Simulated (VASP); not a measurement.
**SnO: single point with PBE**

Crystal: SnO.

```
Sn O
1.0
     3.72153    0.00000    0.00000
     0.00000    3.72153    0.00000
     0.00000    0.00000    4.32526
Sn O
2 2
Direct
  0.00000 0.50000 0.26982
  0.50000 0.00000 0.73018
  0.50000 0.50000 0.00000
  0.00000 0.00000 0.00000
```

- Program: VASP 6.6.1
- Task: single point
- Functional: PBE
- Potentials or basis: VASP PAW PBE potentials, release 64 (Sn_d, O)
- Cutoff: 520 eV
- k mesh: 12 × 12 × 10
- Occupations: gaussian, width 0.1 eV
- Spin: no spin polarisation

* Pressure: 12.3 GPa
* Largest force: 0.090 eV/Å
* Band gap on the k mesh: zero (bands 20 and 21 overlap by 0.99 eV)

Forces in eV/Å, atoms in the order of the input:
```
Sn   0.000  0.000  0.090
Sn   0.000  0.000 -0.090
O    0.000  0.000  0.000
O    0.000  0.000  0.000
```

Levels at points of the mesh, in eV from the Fermi level:
```
           k point  band 16  band 17  band 18  band 19  band 20  band 21  band 22  band 23  band 24  band 25
(0.00, 0.00, 0.00)    -6.73    -3.74    -3.31    -3.31     0.14     3.00     4.06     4.06     6.10     6.58
(0.50, 0.00, 0.00)    -5.33    -5.14    -5.14    -3.23    -3.23     4.01     4.01     5.75     5.75     7.36
(0.50, 0.50, 0.00)    -5.38    -2.63    -2.63    -2.01    -2.01    -0.85    -0.85     4.73     4.73     8.92
(0.00, 0.00, 0.50)    -3.90    -3.33    -3.33    -2.32    -1.91     1.96     2.03     2.03     3.26     7.87
(0.50, 0.00, 0.50)    -5.99    -5.04    -5.04    -1.87    -1.87     3.38     3.38     4.92     4.92     7.34
(0.50, 0.50, 0.50)    -6.39    -3.45    -3.45    -2.63    -2.63     2.04     2.04     5.38     5.38     6.18
```

It took 80 s on 1 thread of Intel(R) Xeon(R) 6975P-C (Granite Rapids), on a shared host, peak memory 0.33 GiB.

Caveat: the cell stands under pressure; spin-orbit coupling is left out, which moves the levels of the heavy elements.
